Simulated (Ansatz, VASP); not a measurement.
**Se in VASP and in Ansatz**

Contents of INCAR:

```
SYSTEM = Se
PREC = Accurate
ENCUT = 520
EDIFF = 1E-6
ISMEAR = -1
SIGMA = 0.2
LREAL = .FALSE.
LASPH = .TRUE.
NELM = 60
ALGO = Normal
ISIF = 2
LWAVE = .FALSE.
LCHARG = .FALSE.
GGA = PE
NBANDS = 20
```

Contents of KPOINTS:

```
regular mesh
0
G
  10 6 16
  0 0 0
```

The input POSCAR:

```
Se
1.0
    4.8681583976      0.0000000000      0.0000000000
    0.0000000000      7.9093295400      0.0000000000
    0.0000000000      0.0000000000      2.7402019956
Se
4
Direct
    0.6740806000      0.4010458100      0.2638364000
    0.8259194000      0.9010458100      0.7361636000
    0.3259194000      0.5989541900      0.2638364000
    0.1740806000      0.0989541900      0.7361636000
```

Input for Ansatz:

```yaml
crystal:
  lattice:
    - [4.8681583976, 0.0, 0.0]
    - [0.0, 7.90932954, 0.0]
    - [0.0, 0.0, 2.7402019956]
  atoms:
    - { symbol: Se, position: [0.6740806, 0.40104581, 0.2638364] }
    - { symbol: Se, position: [0.8259194, 0.90104581, 0.7361636] }
    - { symbol: Se, position: [0.3259194, 0.59895419, 0.2638364] }
    - { symbol: Se, position: [0.1740806, 0.09895419, 0.7361636] }
basis:
  ecutwfc: 420
kpoints:
  mp_grid: { grid: [10, 6, 16] }
hamiltonian:
  xc: pbe
scf:
  occupations: { method: fermi_dirac, width: 0.2 }
output:
  forces: true
  stress: true
  eigenvalues: true
```

Alike in both runs: task single point; functional PBE; k mesh 10 × 6 × 16; occupations fermi-dirac, width 0.2 eV; no spin polarisation.

```csv
,VASP,Ansatz
version,VASP 6.6.1,Ansatz 0.2.0
potentials or method,"VASP PAW PBE potentials, release 64 (Se), cutoff 520 eV","scalar-relativistic, plane waves, PAW"
valence electrons in the cell,24,64
```

```csv
,VASP,Ansatz,Ansatz less VASP
gap on the k mesh at the Fermi level (eV),none,none,-
pressure (GPa),2.0,1.9,-0.11
"traceless stress, the component that is largest in VASP (GPa)",-0.84,-0.78,+0.062
rms of the force components (eV/Å),0.310,0.288,-0.0219
```

Atom by atom the forces differ by 0.022 eV/Å (rms over components). A gap of «none» marks a metal or a gap that the smearing closes. The functional is the same, so the differences come from potentials, cutoffs and numerics. VASP's potentials hold 24 valence electrons a cell and Ansatz's 64, so a difference there can come from the potentials and not from the codes.
